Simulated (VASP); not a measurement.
# ZnS (Cm) in VASP: single point with PBE

Aim: the single point of ZnS with PBE.

Program: VASP 6.6.1. These are calculated values, not measurements. Logs are shortened: lines on timing, memory, paths and dates and some standing lists are left out, and cuts for length are marked.

## (1) The cell of the first run

The structure is monoclinic, space group Cm (No. 8). The conventional cell has a = 6.625 Å, b = 3.825 Å, c = 3.825 Å, α = 90.00°, β = 125.26°, γ = 90.00°. Within 2.8 Å of Zn (site symmetry m) lie 4 S at 2.13 to 2.80 Å. Within 2.8 Å of S (site symmetry m) lie 4 Zn at 2.13 to 2.80 Å.

## (2) Single point, PBE (atom 1 (Zn) moved by (-0.225, +0.450) A along [1 1 0] and z)

INCAR

```
SYSTEM = ZnS
ALGO = Normal
EDIFF = 1E-6
ENCUT = 520
GGA = PE
ISIF = 2
ISMEAR = 0
LASPH = .True.
LCHARG = .False.
LREAL = .False.
LWAVE = .False.
NBANDS = 16
NELM = 100
PREC = Accurate
SIGMA = 0.05
```

KPOINTS

```
k-points
0
Gamma
  10 10 10
  0 0 0
```

POSCAR

```
ZnS
1.0
    0.0000000000      2.7046500000      2.7046500000
    2.7046500000      0.0000000000      2.7046500000
    2.7046500000      2.7046500000      0.0000000000
Zn S
1 1
Direct
    0.0831900616      0.0831900616     -0.1420143182
    0.7500000000      0.7500000000      0.7500000000
```

Potentials or basis: VASP PAW PBE potentials, release 64 (Zn, S).

Launch:

```bash
> cat potpaw_PBE.64/Zn/POTCAR potpaw_PBE.64/S/POTCAR > POTCAR
> mpirun -np 1 vasp_std > vasp.out
```

OUTCAR:

```text
SYSTEM = ZnS
   EDIFF = 1E-6
   ENCUT = 520
   GGA = PE
   ISIF = 2
   ISMEAR = 0
   LASPH = .True.
   LREAL = .False.
   NELM = 100
   PREC = Accurate

 ion  position               nearest neighbor table
   1  0.083  0.083  0.858-   2 2.13   2 2.13   2 2.47   2 2.80
   2  0.750  0.750  0.750-   1 2.13   1 2.13   1 2.47   1 2.80

  LATTYP: Found a face centered cubic cell.
 ALAT       =     5.4093000000

  Lattice vectors:

 A1 = (   0.0000000000,   2.7046500000,   2.7046500000)
 A2 = (   2.7046500000,   0.0000000000,   2.7046500000)
 A3 = (   2.7046500000,   2.7046500000,   0.0000000000)

Analysis of symmetry for initial positions (statically):
=====================================================================
 Subroutine PRICEL returns:
 Original cell was already a primitive cell.

 Routine SETGRP: Setting up the symmetry group for a
 face centered cubic supercell.

 Subroutine GETGRP returns: Found  2 space group operations
 (whereof  2 operations were pure point group operations)
 out of a pool of 48 trial point group operations.

The static configuration has the point symmetry C_1h.

Analysis of symmetry for dynamics (positions and initial velocities):
=====================================================================
 Subroutine PRICEL returns:
 Original cell was already a primitive cell.

 Routine SETGRP: Setting up the symmetry group for a
 face centered cubic supercell.

 Subroutine GETGRP returns: Found  2 space group operations
 (whereof  2 operations were pure point group operations)
 out of a pool of 48 trial point group operations.

The dynamic configuration has the point symmetry C_1h.

 Subroutine INISYM returns: Found  2 space group operations
 (whereof  2 operations are pure point group operations),
 and found     1 'primitive' translations

----------------------------------------------------------------------------------------

                                     Primitive cell

  volume of cell :      39.5697

  direct lattice vectors                    reciprocal lattice vectors
     0.000000000  2.704650000  2.704650000    -0.184866803  0.184866803  0.184866803
     2.704650000  0.000000000  2.704650000     0.184866803 -0.184866803  0.184866803
     2.704650000  2.704650000  0.000000000     0.184866803  0.184866803 -0.184866803
[... 74 lines left out ...]
 SYSTEM =  ZnS
   PREC   = accura    normal or accurate (medium, high low for compatibility)
   ISTART =      0    job   : 0-new  1-cont  2-samecut
   ICHARG =      2    charge: 1-file 2-atom 10-const
   ISPIN  =      1    spin polarized calculation?
   LNONCOLLINEAR =      F non collinear calculations
   LSORBIT =      F    spin-orbit coupling
   LASPH  =      T    aspherical Exc in radial PAW
   ENCUT  =  520.0 eV  38.22 Ry    6.18 a.u.   7.11  7.11  7.11*2*pi/ulx,y,z
   NELM   =    100;   NELMIN=  2; NELMDL= -5     # of ELM steps
   EDIFF  = 0.1E-05   stopping-criterion for ELM
   LREAL  =      F    real-space projection
   EDIFFG = 0.1E-04   stopping-criterion for IOM
   NSW    =      0    number of steps for IOM
   IBRION =     -1    ionic relax: 0-MD 1-quasi-New 2-CG
   NFREE  =      0    steps in history (QN), initial steepest desc. (CG)
   ISIF   =      2    stress and relaxation
   ISYM   =      2    0-nonsym 1-usesym 2-fastsym
   POTIM  = 0.5000    time-step for ionic-motion
   TEBEG  =    0.0;   TEEND  =   0.0 temperature during run
   PSTRESS=    0.0 pullay stress
   NELECT =      18.0000    total number of electrons
   NUPDOWN=      -1.0000    fix difference up-down
   EMIN   =  10.00;   EMAX   =-10.00  energy-range for DOS
   EFERMI =   0.00;   METHOD = LEGACY
   ISMEAR =     0;   SIGMA  =   0.05  broadening in eV -4-tet -1-fermi 0-gaus
   EFERMI_NEDOS =   21; number of points for ismear=-14 and -15
   IALGO  =     38    algorithm
   IMIX   =      4    mixing-type and parameters
     AMIX     =   0.40;   BMIX     =  1.00
     AMIX_MAG =   1.60;   BMIX_MAG =  1.00
  volume/ion in A,a.u.               =      19.78       133.51
  Fermi-wavevector in a.u.,A,eV,Ry     =   1.259055  2.379268 21.568210  1.585219
  Thomas-Fermi vector in A             =   2.392634
   LORBIT       =      0    0 simple, 1 ext, 2 COOP (PROOUT), +10 PAW based schemes
   GGA     = PE    functional components
   LHFCALC =     F    Hartree Fock is set to
   AEXX    =    0.0000 exact exchange contribution
   IVDW    =     0    specifies the selected vdW correction
   LEPSILON=     F    determine dielectric tensor
   LRPA    =     F    only Hartree local field effects (RPA)
 non-spin polarized calculation
 Gauss-broadening in eV      SIGMA  =   0.05
  energy-cutoff  :      520.00
  volume of cell :       39.57
 maximum number of plane-waves:      1090
   NGX = 15   NGY = 15   NGZ = 15

 number of electron      17.9999999 magnetization

 Free energy of the ion-electron system (eV)
  ---------------------------------------------------
  ext. energy  EPLUGINS =         0.00000000
  ---------------------------------------------------
  free energy    TOTEN  =        -6.32674163 eV

  energy without entropy =       -6.32674163  energy(sigma->0) =       -6.32674163

 E-fermi :   2.4664     XC(G=0):  -9.6154

 val. band max:        2.2015055110   @ k =   0.0000   0.0000   0.0000
 cond. band min:       4.2858804203   @ k =   0.0000   0.0000   0.0000
 fundamental gap:      2.0843749093
 Fermi energy:         2.4663538569

 k-point     1 :       0.0000    0.0000    0.0000
  band No.  band energies     occupation
      1     -11.2198      2.00000
      2      -4.8228      2.00000
      3      -4.6155      2.00000
      4      -4.2088      2.00000
      5      -4.1026      2.00000
      6      -4.0411      2.00000
[... 433 lines left out ...]
      3      -4.4907      2.00000
      4      -4.2207      2.00000
      5      -4.0903      2.00000
      6      -4.0424      2.00000
[... 8 lines left out ...]
     15      13.5436      0.00000
     16      15.2007      0.00000

 [... further k-points ...]
[... 5 lines left out ...]
  --------------------------------------------------------------------------------------
  -------------------------------------------------------------------------------------
  Total        2.3319646      2.3319646      0.7867980     -2.4532790      0.0764507      0.0764507
  in kB       94.4211593     94.4211593     31.8574221    -99.3331736      3.0954864      3.0954846
  external PRESSURE =      73.5665802 kB  Pullay stress =       0.0000000 kB

 VOLUME and BASIS-vectors are now :
 -----------------------------------------------------------------------------
  energy-cutoff  :      520.00
  volume of cell :       39.57
      direct lattice vectors                 reciprocal lattice vectors
     0.000000000  2.704650000  2.704650000    -0.184866803  0.184866803  0.184866803
     2.704650000  0.000000000  2.704650000     0.184866803 -0.184866803  0.184866803
     2.704650000  2.704650000  0.000000000     0.184866803  0.184866803 -0.184866803

 POSITION                                       TOTAL-FORCE (eV/Angst)
 -----------------------------------------------------------------------------------
      2.54555      2.54555      0.45000        -0.147007     -0.147007     -2.018431
      4.05697      4.05697      4.05697         0.147007      0.147007      2.018431
 -----------------------------------------------------------------------------------
    total drift:                               -0.000505     -0.000505     -0.000168

  FREE ENERGIE OF THE ION-ELECTRON SYSTEM (eV)
  ---------------------------------------------------
  free  energy   TOTEN  =        -6.3267416277 eV

  energy  without entropy=       -6.3267416277  energy(sigma->0) =       -6.32674163
```

Wall time 2.1 min (1 thread of Intel Xeon Platinum 8375C at 2.90GHz (Ice Lake), shared host); peak memory 0.29 GiB.

Results:

```
Free energy            : -6.3267 eV
Pressure               : 7.4 GPa
Largest force          : 2.029 eV/Å
Band gap on the k mesh : 2.08 eV
```

Forces on the atoms (eV/Å):
```
Zn  -0.147 -0.147 -2.018
S    0.147  0.147  2.018
```

Stress tensor (GPa, compression positive):
```
 9.44 -9.93  0.31
-9.93  9.44  0.31
 0.31  0.31  3.19
```

Caveat: the cell differs from its parent crystal (atom 1 (Zn) moved by (-0.225, +0.450) A along [1 1 0] and z); the stress differs along the axes, from 3 to 9 GPa; forces of over 1 eV/Å act on the atoms, so gaps and moduli don't describe the material at rest. A k mesh can miss the band edges.
